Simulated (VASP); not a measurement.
# Cs8Sn8Br25 (a cell with a defect) in VASP: single point with PBEsol

Aim: the single point of Cs8Sn8Br25 (a cell with a defect) with PBEsol.

Program: VASP 6.6.1. These are calculated values, not measurements. Logs are shortened: lines on timing, memory, paths and dates and some standing lists are left out, and cuts for length are marked.

## (1) The cell of the first run

The cell holds a defect, 41 atoms: a = 11.500 Å, b = 11.500 Å, c = 11.500 Å, α = 90.00°, β = 90.00°, γ = 90.00°.

## (2) Single point, PBEsol

INCAR

```
  ALGO = Normal
  EDIFF = 1E-6
  ENCUT = 400
  GGA = PS
  GGA_COMPAT = False
  ISIF = 2
  ISMEAR = -1
  ISYM = -1
  LASPH = True
  LCHARG = False
  LREAL = Auto
  LWAVE = False
  NBANDS = 206
  NELECT = 358.0
  NELM = 120
  PREC = Accurate
  SIGMA = 0.05
```

KPOINTS

```
explicit points
1
Reciprocal
  0.25000000   0.25000000   0.25000000 1
```

POSCAR

```
Cs8Sn8Br25
1.0
   11.5000000000      0.0000000000      0.0000000000
    0.0000000000     11.5000000000      0.0000000000
    0.0000000000      0.0000000000     11.5000000000
Cs Sn Br
8 8 25
Direct
    0.9715940000      0.9984950000      0.0167770000
    0.9872110000      0.0090500000      0.4888390000
    0.9975040000      0.4749470000      0.0009600000
    0.9941220000      0.4811170000      0.4954520000
    0.4973080000      0.9975770000      0.9665720000
    0.5021980000      0.9882730000      0.5200620000
    0.4980030000      0.5059740000      0.9624260000
    0.5026570000      0.5027570000      0.5414060000
    0.3122600000      0.2773200000      0.2477960000
    0.2529740000      0.2510760000      0.7455830000
    0.2321510000      0.7538450000      0.2499360000
    0.2376400000      0.7521230000      0.7502070000
    0.7428180000      0.2541190000      0.2497360000
    0.7530520000      0.2481090000      0.7501870000
    0.7343980000      0.7439950000      0.2524910000
    0.7455230000      0.7485390000      0.7522110000
    0.2748350000      0.2614910000      0.0028820000
    0.2605320000      0.2513800000      0.4979980000
    0.2320280000      0.7489190000      0.0047460000
    0.2299000000      0.7570440000      0.4946730000
    0.7416910000      0.2431760000      0.9988130000
    0.7481240000      0.2548190000      0.5009940000
    0.7365480000      0.7537910000      0.0020530000
    0.7325500000      0.7350660000      0.5010680000
    0.9839020000      0.2346340000      0.2455040000
    0.0036510000      0.2464210000      0.7549890000
    0.9789430000      0.7569930000      0.2556120000
    0.9923820000      0.7540340000      0.7553390000
    0.4804190000      0.1152360000      0.2449670000
    0.5018180000      0.2488500000      0.7444280000
    0.4664800000      0.7534460000      0.2525730000
    0.4899090000      0.7503190000      0.7485560000
    0.1954640000      0.9810510000      0.2457990000
    0.2494650000      0.0004770000      0.7449790000
    0.2027110000      0.5172680000      0.2485880000
    0.2444510000      0.5024300000      0.7487490000
    0.7485270000      0.9830610000      0.2664040000
    0.7460840000      0.9970000000      0.7430490000
    0.7973350000      0.4952820000      0.2468960000
    0.7522500000      0.4982930000      0.7581830000
    0.4995030000      0.4167420000      0.2524320000
```

Potentials or basis: VASP PAW PBE potentials, release 64 (Cs_sv, Sn_d, Br).

Run with:

```console
cat potpaw_PBE.64/Cs_sv/POTCAR potpaw_PBE.64/Sn_d/POTCAR potpaw_PBE.64/Br/POTCAR > POTCAR
mpirun -np 1 vasp_std > vasp.out
```

OUTCAR:

```text
EDIFF = 1E-6
   ENCUT = 400
   GGA = PS
   ISIF = 2
   ISMEAR = -1
   ISYM = -1
   LASPH = True
   LREAL = Auto
   NELECT = 358.0
   NELM = 120
   PREC = Accurate

 ion  position               nearest neighbor table
   1  0.972  0.998  0.017-
   2  0.987  0.009  0.489-
   3  0.998  0.475  0.001-
   4  0.994  0.481  0.495-
   5  0.497  0.998  0.967-
   6  0.502  0.988  0.520-
   7  0.498  0.506  0.962-
   8  0.503  0.503  0.541-
   9  0.312  0.277  0.248-  41 2.69  29 2.69  17 2.86  18 2.95  35 3.03
  10  0.253  0.251  0.746-  18 2.85  30 2.86  26 2.87  34 2.88  36 2.89  17 2.97
  11  0.232  0.754  0.250-  33 2.65  31 2.69  35 2.74  20 2.81  19 2.82  27 2.91
  12  0.238  0.752  0.750-  28 2.82  34 2.86  36 2.87  32 2.90  19 2.93  20 2.94
  13  0.743  0.254  0.250-  25 2.78  39 2.84  21 2.89  22 2.89  37 3.12
  14  0.753  0.248  0.750-  21 2.86  22 2.87  40 2.88  26 2.88  30 2.89  38 2.89
  15  0.734  0.744  0.252-  37 2.76  27 2.82  24 2.86  23 2.88  39 2.95  31 3.08
  16  0.746  0.749  0.752-  28 2.84  38 2.86  23 2.88  40 2.88  24 2.90  32 2.94
  17  0.275  0.261  0.003-   9 2.86  10 2.97
  18  0.261  0.251  0.498-  10 2.85   9 2.95
  19  0.232  0.749  0.005-  11 2.82  12 2.93
  20  0.230  0.757  0.495-  11 2.81  12 2.94
  21  0.742  0.243  0.999-  14 2.86  13 2.89
  22  0.748  0.255  0.501-  14 2.87  13 2.89
  23  0.737  0.754  0.002-  16 2.88  15 2.88
  24  0.733  0.735  0.501-  15 2.86  16 2.90
  25  0.984  0.235  0.246-  13 2.78
  26  0.004  0.246  0.755-  10 2.87  14 2.88
  27  0.979  0.757  0.256-  15 2.82  11 2.91
  28  0.992  0.754  0.755-  12 2.82  16 2.84
  29  0.480  0.115  0.245-   9 2.69
  30  0.502  0.249  0.744-  10 2.86  14 2.89
  31  0.466  0.753  0.253-  11 2.69  15 3.08
  32  0.490  0.750  0.749-  12 2.90  16 2.94
  33  0.195  0.981  0.246-  11 2.65
  34  0.249  0.000  0.745-  12 2.86  10 2.88
  35  0.203  0.517  0.249-  11 2.74   9 3.03
  36  0.244  0.502  0.749-  12 2.87  10 2.89
  37  0.749  0.983  0.266-  15 2.76  13 3.12
  38  0.746  0.997  0.743-  16 2.86  14 2.89
  39  0.797  0.495  0.247-  13 2.84  15 2.95
  40  0.752  0.498  0.758-  14 2.88  16 2.88
  41  0.500  0.417  0.252-   9 2.69

IMPORTANT INFORMATION: All symmetrisations will be switched off!
NOSYMM: (Re-)initialisation of all symmetry stuff for point group C_1.

----------------------------------------------------------------------------------------

                                     Primitive cell

  volume of cell :    1520.8750

  direct lattice vectors                    reciprocal lattice vectors
    11.500000000  0.000000000  0.000000000     0.086956522  0.000000000  0.000000000
     0.000000000 11.500000000  0.000000000     0.000000000  0.086956522  0.000000000
     0.000000000  0.000000000 11.500000000     0.000000000  0.000000000  0.086956522

  length of vectors
    11.500000000 11.500000000 11.500000000     0.086956522  0.086956522  0.086956522

  position of ions in fractional coordinates (direct lattice)
     0.971594000  0.998495000  0.016777000
     0.987211000  0.009050000  0.488839000
     0.997504000  0.474947000  0.000960000
     0.994122000  0.481117000  0.495452000
     0.497308000  0.997577000  0.966572000
     0.502198000  0.988273000  0.520062000
[... 33 lines left out ...]
     0.752250000  0.498293000  0.758183000
     0.499503000  0.416742000  0.252432000

  ion indices of the primitive-cell ions
   primitive index   ion index
                 1           1
                 2           2
                 3           3
                 4           4
                 5           5
                 6           6
[... 33 lines left out ...]
                40          40
                41          41

----------------------------------------------------------------------------------------

 KPOINTS: explicit points

Read explicit list of k-points.

 Found      1 k-points:

 Following reciprocal coordinates:
            Coordinates               Weight
  0.250000  0.250000  0.250000      1.000000
   k-points           NKPTS =      1   k-points in BZ     NKDIM =      1   number of bands    NBANDS=    206
   number of dos      NEDOS =    301   number of ions     NIONS =     41
   total plane-waves  NPLWV = 512000
   dimension x,y,z NGX =    80 NGY =   80 NGZ =   80
   dimension x,y,z NGXF=   160 NGYF=  160 NGZF=  160
   ions per type =               8   8  25
   NGX,Y,Z   is equivalent  to a cutoff of  11.56, 11.56, 11.56 a.u.
   NGXF,Y,Z  is equivalent  to a cutoff of  23.13, 23.13, 23.13 a.u.
 SYSTEM =  unknown system
   PREC   = accura    normal or accurate (medium, high low for compatibility)
   ISTART =      0    job   : 0-new  1-cont  2-samecut
   ICHARG =      2    charge: 1-file 2-atom 10-const
   ISPIN  =      1    spin polarized calculation?
   LNONCOLLINEAR =      F non collinear calculations
   LSORBIT =      F    spin-orbit coupling
   LASPH  =      T    aspherical Exc in radial PAW
   ENCUT  =  400.0 eV  29.40 Ry    5.42 a.u.  18.75 18.75 18.75*2*pi/ulx,y,z
   NELM   =    120;   NELMIN=  2; NELMDL= -5     # of ELM steps
   EDIFF  = 0.1E-05   stopping-criterion for ELM
   LREAL  =      T    real-space projection
   EDIFFG = 0.1E-04   stopping-criterion for IOM
   NSW    =      0    number of steps for IOM
   IBRION =     -1    ionic relax: 0-MD 1-quasi-New 2-CG
   NFREE  =      0    steps in history (QN), initial steepest desc. (CG)
   ISIF   =      2    stress and relaxation
   ISYM   =     -1    0-nonsym 1-usesym 2-fastsym
   POTIM  = 0.5000    time-step for ionic-motion
   TEBEG  =    0.0;   TEEND  =   0.0 temperature during run
   PSTRESS=    0.0 pullay stress
   NELECT =     358.0000    total number of electrons
   NUPDOWN=      -1.0000    fix difference up-down
   EMIN   =  10.00;   EMAX   =-10.00  energy-range for DOS
   EFERMI =   0.00;   METHOD = LEGACY
   ISMEAR =    -1;   SIGMA  =   0.05  broadening in eV -4-tet -1-fermi 0-gaus
   EFERMI_NEDOS =   21; number of points for ismear=-14 and -15
   IALGO  =     38    algorithm
   IMIX   =      4    mixing-type and parameters
     AMIX     =   0.40;   BMIX     =  1.00
     AMIX_MAG =   1.60;   BMIX_MAG =  1.00
  volume/ion in A,a.u.               =      37.09       250.33
  Fermi-wavevector in a.u.,A,eV,Ry     =   1.010814  1.910162 13.901689  1.021745
  Thomas-Fermi vector in A             =   2.143826
   LORBIT       =      0    0 simple, 1 ext, 2 COOP (PROOUT), +10 PAW based schemes
   GGA     = PS    functional components
   LHFCALC =     F    Hartree Fock is set to
   AEXX    =    0.0000 exact exchange contribution
   IVDW    =     0    specifies the selected vdW correction
   LEPSILON=     F    determine dielectric tensor
   LRPA    =     F    only Hartree local field effects (RPA)
 non-spin polarized calculation
  energy-cutoff  :      400.00
  volume of cell :     1520.88
 maximum number of plane-waves:     27658
 NGX is ok and might be reduce to    80
   NGX = 37   NGY = 37   NGZ = 37

 number of electron     358.0000003 magnetization

 Free energy of the ion-electron system (eV)
  ---------------------------------------------------
  ext. energy  EPLUGINS =         0.00000000
  ---------------------------------------------------
  free energy    TOTEN  =      -138.01482774 eV

  energy without entropy =     -137.97992127  energy(sigma->0) =     -137.99737450

 E-fermi :   1.2325     XC(G=0):  -8.1160

 val. band max:        1.0755204294   @ k =   0.2500   0.2500   0.2500
 cond. band min:       1.3890383996   @ k =   0.2500   0.2500   0.2500
 fundamental gap:      0.3135179702
 Fermi energy:         1.2324503561

 k-point     1 :       0.2500    0.2500    0.2500
  band No.  band energies     occupation
      1     -20.3906      2.00000
      2     -20.3648      2.00000
      3     -20.3419      2.00000
      4     -20.3151      2.00000
      5     -20.3072      2.00000
      6     -20.0191      2.00000
[... 183 lines left out ...]
    190       4.2836      0.00000
    191       4.4329      0.00000
 [bands above 191 left out]

------------------------ aborting loop because EDIFF is reached ----------------------------------------

  FORCE on cell =-STRESS in cart. coord.  units (eV):
  Direction    XX          YY          ZZ          XY          YZ          ZX
  --------------------------------------------------------------------------------------
  -------------------------------------------------------------------------------------
  Total       -9.6937600     -8.3606505     -9.3626242      0.1922557     -0.5481274     -0.3265579
  in kB      -10.2119652     -8.8075908     -9.8631276      0.2025332     -0.5774290     -0.3440148
  external PRESSURE =      -9.6275612 kB  Pullay stress =       0.0000000 kB

 VOLUME and BASIS-vectors are now :
 -----------------------------------------------------------------------------
  energy-cutoff  :      400.00
  volume of cell :     1520.88
      direct lattice vectors                 reciprocal lattice vectors
    11.500000000  0.000000000  0.000000000     0.086956522  0.000000000  0.000000000
     0.000000000 11.500000000  0.000000000     0.000000000  0.086956522  0.000000000
     0.000000000  0.000000000 11.500000000     0.000000000  0.000000000  0.086956522

 POSITION                                       TOTAL-FORCE (eV/Angst)
 -----------------------------------------------------------------------------------
     11.17333     11.48269      0.19294         0.005329     -0.004310     -0.003837
     11.35293      0.10408      5.62165         0.002926     -0.005486      0.000594
     11.47130      5.46189      0.01104         0.008754      0.004642      0.000148
     11.43240      5.53285      5.69770         0.005696      0.006830      0.004103
      5.71904     11.47214     11.11558        -0.003478     -0.009190     -0.001648
      5.77528     11.36514      5.98071        -0.005944     -0.009743      0.002937
[... 33 lines left out ...]
      8.65087      5.73037      8.71910        -0.001471     -0.007720     -0.001025
      5.74428      4.79253      2.90297         0.021540     -0.004605     -0.006484
 -----------------------------------------------------------------------------------
    total drift:                               -0.001882     -0.008951      0.001687

  FREE ENERGIE OF THE ION-ELECTRON SYSTEM (eV)
  ---------------------------------------------------
  free  energy   TOTEN  =      -138.0148277422 eV

  energy  without entropy=     -137.9799212653  energy(sigma->0) =     -137.99737450
```

It took 6.7 min on 1 thread of Intel Xeon Platinum 8259CL at 2.50GHz (Skylake/Cascade Lake), shared host; peak memory 1 GiB.

Results:

| Quantity | Value |
| --- | --- |
| Free energy | -138.0148 eV |
| Largest force | 0.042 eV/Å |

Forces in eV/Å, atoms in the order of the input:
```
Cs   0.005 -0.004 -0.004
Cs   0.003 -0.005  0.001
Cs   0.009  0.005  0.000
Cs   0.006  0.007  0.004
Cs  -0.003 -0.009 -0.002
Cs  -0.006 -0.010  0.003
Cs  -0.002  0.001  0.008
Cs  -0.003  0.006  0.001
Sn  -0.024  0.014 -0.008
Sn  -0.005 -0.008  0.003
Sn  -0.010 -0.011 -0.001
Sn   0.002  0.001  0.000
Sn   0.009 -0.001  0.004
Sn   0.006 -0.009 -0.005
Sn  -0.010 -0.023  0.002
Sn   0.000  0.004 -0.005
Br   0.003  0.004 -0.010
Br   0.007  0.001  0.010
Br   0.001 -0.001 -0.007
Br  -0.003  0.001  0.008
Br  -0.012 -0.001 -0.002
Br  -0.009  0.001  0.005
Br   0.000 -0.003 -0.007
Br   0.006  0.000  0.007
Br  -0.010 -0.007  0.002
Br  -0.014 -0.007 -0.005
Br   0.004  0.010  0.002
Br  -0.013  0.004 -0.001
Br   0.018 -0.001  0.002
Br   0.016  0.002  0.005
Br   0.016  0.003  0.000
Br   0.005 -0.001  0.006
Br   0.000  0.026 -0.005
Br   0.001  0.010  0.004
Br  -0.011 -0.019  0.007
Br  -0.001 -0.007 -0.003
Br   0.006  0.042 -0.005
Br   0.001  0.010  0.002
Br  -0.004 -0.011 -0.008
Br  -0.001 -0.008 -0.001
Br   0.022 -0.005 -0.006
```

Caveat: the cell carries a net charge on a neutralising background, which shifts energy and pressure; the cell is charged against a uniform background, so pressure and absolute levels hang on convention; the PAW data sets were made with another functional, which shifts forces and pressure a little; spin-orbit coupling is left out, which moves the levels of the heavy elements.
